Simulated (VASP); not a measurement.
Wanted: the native input for a VASP 6.6.1 run.

```
Task                   : single point
Functional             : r2SCAN
Potentials or basis    : VASP PAW PBE potentials, release 64 (Pb_d, S)
Cutoff                 : 520 eV
k mesh                 : 4 × 4 × 6
Occupations            : fermi-dirac, width 0.02 eV
Spin                   : no spin polarisation
Dipole correction      : no
Further INCAR settings : ALGO = Normal; EDIFF = 1e-07; NBANDS = 35
```

Crystal: PbS2.

```xyz
6
Lattice="6.4483 0.0000 0.0000 0.0000 6.4483 0.0000 0.0000 0.0000 3.9679" Properties=species:S:1:pos:R:3 pbc="T T T"
Pb    0.0000    0.0000    0.0000
Pb    3.2241    3.2241    1.9840
S     1.9782    1.9782    0.0000
S     1.2459    5.2023    1.9840
S     5.2023    1.2459    1.9840
S     4.4701    4.4701    0.0000
```

The input as run:

POSCAR

```
PbS2
1.0
    6.4482661338      0.0000000000      0.0000000000
    0.0000000000      6.4482661338      0.0000000000
    0.0000000000      0.0000000000      3.9679432587
Pb S
2 4
Direct
    0.0000000000      0.0000000000      0.0000000000
    0.5000000000      0.5000000000      0.5000000000
    0.3067779322      0.3067779322      0.0000000000
    0.1932220678      0.8067779322      0.5000000000
    0.8067779322      0.1932220678      0.5000000000
    0.6932220678      0.6932220678      0.0000000000
```

INCAR.step1

```
SYSTEM = PbS2
ALGO = Normal
EDIFF = 1E-4
ENCUT = 520
GGA = PE
ISMEAR = -1
LASPH = .True.
LCHARG = .False.
LREAL = .False.
LWAVE = .True.
NBANDS = 35
NELM = 100
PREC = Accurate
SIGMA = 0.02
```

INCAR.step2

```
SYSTEM = PbS2
ALGO = Normal
EDIFF = 1E-7
ENCUT = 520
ISIF = 2
ISMEAR = -1
ISTART = 1
LASPH = .True.
LCHARG = .False.
LMIXTAU = .True.
LREAL = .False.
LWAVE = .False.
METAGGA = R2SCAN
NBANDS = 35
NELM = 100
PREC = Accurate
SIGMA = 0.02
```

KPOINTS

```
k-points
0
Gamma
  4 4 6
  0 0 0
```

Potentials or basis: VASP PAW PBE potentials, release 64 (Pb_d, S).

The run is started by

```bash
$ cat potpaw_PBE.64/Pb_d/POTCAR potpaw_PBE.64/S/POTCAR > POTCAR
$ cp INCAR.step1 INCAR
$ mpirun -np 1 vasp_std > vasp.out
$ cp INCAR.step2 INCAR
$ mpirun -np 1 vasp_std > vasp.out
```

It gave:

```json
{
 "Pressure": "-1.5 GPa",
 "Largest force": "0.089 eV/Å",
 "Band gap on the k mesh": "zero (bands 26 and 27 overlap by 0.02 eV)"
}
```

Caveat: the structure was generated, so it needn't be the stable form of PbS2; semilocal functionals underestimate gaps, and a narrow one can read as zero; the PAW data sets were made with another functional, which shifts forces and pressure a little; spin-orbit coupling is left out, which moves the levels of the heavy elements.

It took 13 min on 1 thread of Intel Xeon 8259CL, with other jobs on the host, peak memory 0.34 GiB.
